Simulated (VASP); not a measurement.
# InSb (F-43m) in VASP: a series of runs, part 2 of 2

VASP 6.6.1. Earlier steps stand in the parts before.

## (3) Electric field gradients, PBEsol

Input file INCAR:

```
SYSTEM = InSb
  PREC = Accurate
  ENCUT = 520
  EDIFF = 1E-8
  ISMEAR = -1
  SIGMA = 0.05
  LREAL = .FALSE.
  LASPH = .TRUE.
  NELM = 100
  ALGO = Normal
  ISIF = 2
  LWAVE = .FALSE.
  LCHARG = .FALSE.
  GGA = PS
  LEFG = .TRUE.
  NBANDS = 16
```

Input file KPOINTS:

```
regular mesh
0
G
  9 9 9
  0 0 0
```

Input file POSCAR:

```
InSb
1.0
    0.0000000000      3.2391000000      3.2391000000
    3.2391000000      0.0000000000      3.2391000000
    3.2391000000      3.2391000000      0.0000000000
In Sb
1 1
Direct
    0.0000000000      0.0000000000      0.0000000000
    0.7500000000      0.7500000000      0.7500000000
```

Potentials or basis: VASP PAW PBE potentials, release 64 (In_d, Sb).

Command:

```sh
$ cat potpaw_PBE.64/In_d/POTCAR potpaw_PBE.64/Sb/POTCAR > POTCAR
$ mpirun -np 1 vasp_std > vasp.out
```

OUTCAR:

```text
SYSTEM = InSb
   PREC = Accurate
   ENCUT = 520
   EDIFF = 1E-8
   ISMEAR = -1
   LREAL = .FALSE.
   LASPH = .TRUE.
   NELM = 100
   ISIF = 2
   GGA = PS

 ion  position               nearest neighbor table
   1  0.000  0.000  0.000-   2 2.81   2 2.81   2 2.81   2 2.81
   2  0.750  0.750  0.750-   1 2.81   1 2.81   1 2.81   1 2.81

  LATTYP: Found a face centered cubic cell.
 ALAT       =     6.4782000000

  Lattice vectors:

 A1 = (   0.0000000000,   3.2391000000,   3.2391000000)
 A2 = (   3.2391000000,   0.0000000000,   3.2391000000)
 A3 = (   3.2391000000,   3.2391000000,   0.0000000000)

Analysis of symmetry for initial positions (statically):
=====================================================================
 Subroutine PRICEL returns:
 Original cell was already a primitive cell.

 Routine SETGRP: Setting up the symmetry group for a
 face centered cubic supercell.

 Subroutine GETGRP returns: Found 24 space group operations
 (whereof 24 operations were pure point group operations)
 out of a pool of 48 trial point group operations.

The static configuration has the point symmetry T_d .

Analysis of symmetry for dynamics (positions and initial velocities):
=====================================================================
 Subroutine PRICEL returns:
 Original cell was already a primitive cell.

 Routine SETGRP: Setting up the symmetry group for a
 face centered cubic supercell.

 Subroutine GETGRP returns: Found 24 space group operations
 (whereof 24 operations were pure point group operations)
 out of a pool of 48 trial point group operations.

The dynamic configuration has the point symmetry T_d .

 Subroutine INISYM returns: Found 24 space group operations
 (whereof 24 operations are pure point group operations),
 and found     1 'primitive' translations

----------------------------------------------------------------------------------------

                                     Primitive cell

  volume of cell :      67.9678

  direct lattice vectors                    reciprocal lattice vectors
     0.000000000  3.239100000  3.239100000    -0.154363867  0.154363867  0.154363867
     3.239100000  0.000000000  3.239100000     0.154363867 -0.154363867  0.154363867
     3.239100000  3.239100000  0.000000000     0.154363867  0.154363867 -0.154363867

  length of vectors
     4.580779150  4.580779150  4.580779150     0.267366060  0.267366060  0.267366060

  position of ions in fractional coordinates (direct lattice)
     0.000000000  0.000000000  0.000000000
     0.750000000  0.750000000  0.750000000

  ion indices of the primitive-cell ions
   primitive index   ion index
                 1           1
                 2           2

----------------------------------------------------------------------------------------

 KPOINTS: regular mesh

Automatic generation of k-mesh.
 Grid dimensions read from file:
 generate k-points for:    9    9    9

 Generating k-lattice:

  Cartesian coordinates                     Fractional coordinates (reciprocal lattice)
[... 65 lines left out ...]
   NFREE  =      0    steps in history (QN), initial steepest desc. (CG)
   ISIF   =      2    stress and relaxation
   ISYM   =      2    0-nonsym 1-usesym 2-fastsym
   POTIM  = 0.5000    time-step for ionic-motion
   TEBEG  =    0.0;   TEEND  =   0.0 temperature during run
   PSTRESS=    0.0 pullay stress
   NELECT =      18.0000    total number of electrons
   NUPDOWN=      -1.0000    fix difference up-down
   EMIN   =  10.00;   EMAX   =-10.00  energy-range for DOS
   EFERMI =   0.00;   METHOD = LEGACY
   ISMEAR =    -1;   SIGMA  =   0.05  broadening in eV -4-tet -1-fermi 0-gaus
   EFERMI_NEDOS =   21; number of points for ismear=-14 and -15
   IALGO  =     38    algorithm
   IMIX   =      4    mixing-type and parameters
     AMIX     =   0.40;   BMIX     =  1.00
     AMIX_MAG =   1.60;   BMIX_MAG =  1.00
  volume/ion in A,a.u.               =      33.98       229.33
  Fermi-wavevector in a.u.,A,eV,Ry     =   1.051311  1.986690 15.037912  1.105255
  Thomas-Fermi vector in A             =   2.186349
   LORBIT       =      0    0 simple, 1 ext, 2 COOP (PROOUT), +10 PAW based schemes
   GGA     = PS    functional components
   LHFCALC =     F    Hartree Fock is set to
   AEXX    =    0.0000 exact exchange contribution
   IVDW    =     0    specifies the selected vdW correction
   LEPSILON=     F    determine dielectric tensor
   LRPA    =     F    only Hartree local field effects (RPA)
 non-spin polarized calculation
  energy-cutoff  :      520.00
  volume of cell :       67.97
 maximum number of plane-waves:      1853
 NGX is ok and might be reduce to    36
   NGX = 17   NGY = 17   NGZ = 17

 number of electron      17.9999993 magnetization

 Free energy of the ion-electron system (eV)
  ---------------------------------------------------
  ext. energy  EPLUGINS =         0.00000000
  ---------------------------------------------------
  free energy    TOTEN  =        -7.69482623 eV

  energy without entropy =       -7.69439899  energy(sigma->0) =       -7.69461261

 E-fermi :   5.0212     XC(G=0):  -8.8702

 val. band max:        4.9667705198   @ k =   0.0000   0.0000   0.0000
 cond. band min:       5.4572462389   @ k =   0.4444   0.0000   0.0000
 fundamental gap:      0.4904757191
 Fermi energy:         5.0211860309

 k-point     1 :       0.0000    0.0000    0.0000
  band No.  band energies     occupation
      1      -9.5757      2.00000
      2      -9.5757      2.00000
      3      -9.5757      2.00000
      4      -9.4890      2.00000
      5      -9.4890      2.00000
      6      -5.7851      2.00000
[... 433 lines left out ...]
      3      -9.5321      2.00000
      4      -9.5084      2.00000
      5      -9.4800      2.00000
      6      -3.9137      2.00000
[... 8 lines left out ...]
     15      15.0398      0.00000
     16      15.6368      0.00000

 [... further k-points ...]
[... 5 lines left out ...]
  --------------------------------------------------------------------------------------
  -------------------------------------------------------------------------------------
  Total        0.3690635      0.3690635      0.3690635      0.0000000      0.0000000      0.0000000
  in kB        8.6997863      8.6997863      8.6997863      0.0000000      0.0000000      0.0000000
  external PRESSURE =       8.6997863 kB  Pullay stress =       0.0000000 kB

 VOLUME and BASIS-vectors are now :
 -----------------------------------------------------------------------------
  energy-cutoff  :      520.00
  volume of cell :       67.97
      direct lattice vectors                 reciprocal lattice vectors
     0.000000000  3.239100000  3.239100000    -0.154363867  0.154363867  0.154363867
     3.239100000  0.000000000  3.239100000     0.154363867 -0.154363867  0.154363867
     3.239100000  3.239100000  0.000000000     0.154363867  0.154363867 -0.154363867

 POSITION                                       TOTAL-FORCE (eV/Angst)
 -----------------------------------------------------------------------------------
      0.00000      0.00000      0.00000        -0.000000     -0.000000     -0.000000
      4.85865      4.85865      4.85865         0.000000      0.000000      0.000000
 -----------------------------------------------------------------------------------
    total drift:                                0.000000      0.000000      0.000000

  FREE ENERGIE OF THE ION-ELECTRON SYSTEM (eV)
  ---------------------------------------------------
  free  energy   TOTEN  =        -7.6948262256 eV

  energy  without entropy=       -7.6943989853  energy(sigma->0) =       -7.69461261

 Electric field gradients (V/A^2)
---------------------------------------------------------------------
 ion       V_xx      V_yy      V_zz      V_xy      V_xz      V_yz
---------------------------------------------------------------------
   1      -0.000     0.000    -0.000     0.001     0.001     0.001
   2      -0.000    -0.000     0.000    -0.000    -0.000    -0.000
---------------------------------------------------------------------

 Electric field gradients after diagonalization (V/A^2)
 (convention: |V_zz| > |V_xx| > |V_yy|)
----------------------------------------------------------------------
 ion       V_xx      V_yy      V_zz     asymmetry (V_yy - V_xx)/ V_zz
----------------------------------------------------------------------
   1      -0.001    -0.001     0.003       0.000
   2       0.000     0.000    -0.000       0.000
----------------------------------------------------------------------

           NMR quadrupolar parameters

 Cq : quadrupolar parameter    Cq=e*Q*V_zz/h
 eta: asymmetry parameters     (V_yy - V_xx)/ V_zz
 Q  : nuclear electric quadrupole moment in mb (millibarn)
----------------------------------------------------------------------
 ion       Cq(MHz)       eta       Q (mb)
----------------------------------------------------------------------
   1       0.000       0.000       1.000
   2      -0.000       0.000       1.000
----------------------------------------------------------------------
```

stdout:

```text
POSCAR found type information on POSCAR InSb
 POSCAR found :  2 types and       2 ions
 scaLAPACK will be used
 -----------------------------------------------------------------------------
|                                                                             |
|                                                                             |
|     You enforced a specific xc type in the INCAR file but a different       |
|     I HOPE YOU KNOW WHAT YOU ARE DOING!                                     |
|                                                                             |
 -----------------------------------------------------------------------------

 LDA part: xc-table for (Slater+PW92), standard interpolation
 POSCAR, INCAR and KPOINTS ok, starting setup
 FFT: planning ... GRIDC
 FFT: planning ... GRID_SOFT
 FFT: planning ... GRID
 WAVECAR not read
 entering main loop
ion   1

ion   2
```

Wall time 34 s (1 thread of Intel Xeon Platinum 8259CL at 2.50GHz (Skylake/Cascade Lake), shared host); peak memory 0.22 GiB.

What came out:

* Free energy: -7.6948 eV
* Pressure: 0.9 GPa
* Band gap on the k mesh: zero (filled and empty bands touch)

Caveat: without QUAD_EFG the Cq values of the log hold for a quadrupole moment of 1 mb, not for the nuclei; the PAW data sets were made with another functional, which shifts forces and pressure a little; spin-orbit coupling is left out, which moves the levels of the heavy elements.

## (4) How close it comes

Step 2. Against the measured gap of InSb, 0.24 eV (quoted in “Electronic Structure and Epitaxy of CdTe Shells on InSb Nanowires”, 2021, arxiv:2111.05126), the calculated 0.00 eV is off by -0.24 eV. Spin-orbit coupling on In, Sb is left out. The value is that of LDA on a finite k mesh, which can miss the band edges, without temperature or zero-point motion. Semilocal functionals fall short of measured gaps as a rule.

Step 3. Against the measured gap of InSb, 0.24 eV (quoted in “Electronic Structure and Epitaxy of CdTe Shells on InSb Nanowires”, 2021, arxiv:2111.05126), the calculated 0.00 eV is off by -0.24 eV. Spin-orbit coupling on In, Sb is left out. The value is that of PBEsol on a finite k mesh, which can miss the band edges, without temperature or zero-point motion. Semilocal functionals fall short of measured gaps as a rule.
